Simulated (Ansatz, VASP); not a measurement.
# One calculation of TaH5, two programs

```
CELL_PARAMETERS angstrom
3.11764 0.00000 0.00000
0.00000 3.11764 0.00000
0.00000 0.00000 3.18865
ATOMIC_POSITIONS crystal
Ta 0.00000 0.00000 0.00000
H 0.77647 0.50000 0.50000
H 0.22353 0.50000 0.50000
H 0.50000 0.77647 0.50000
H 0.50000 0.22353 0.50000
H 0.50000 0.50000 0.00000
```

Alike in both runs: functional PBE; k mesh 6 × 6 × 6; occupations gaussian, width 0.1 eV; no spin polarisation.

Ansatz relaxed the structure, and its values are those at the end. VASP's run is a single point on that final structure, the one shown.

|  | VASP | Ansatz |
| --- | --- | --- |
| version | VASP 6.6.1 | Ansatz 0.2.0 |
| potentials or method | VASP PAW PBE potentials, release 64 (Ta_pv, H), cutoff 520 eV | scalar-relativistic, plane waves, PAW |
| valence electrons in the cell | 16 | 18 |

|  | VASP | Ansatz | Ansatz less VASP |
| --- | --- | --- | --- |
| gap on the k mesh at the Fermi level (eV) | none | none | - |
| pressure (GPa) | -0.2 | -0.1 | +0.09 |
| rms of the force components (eV/Å) | 0.007 | 0.006 | -0.0006 |

A gap of «none» marks a metal or a gap that the smearing closes. VASP's potentials hold 16 valence electrons a cell and Ansatz's 18, so a difference there can come from the potentials and not from the codes.

Neither program's run includes spin-orbit coupling.
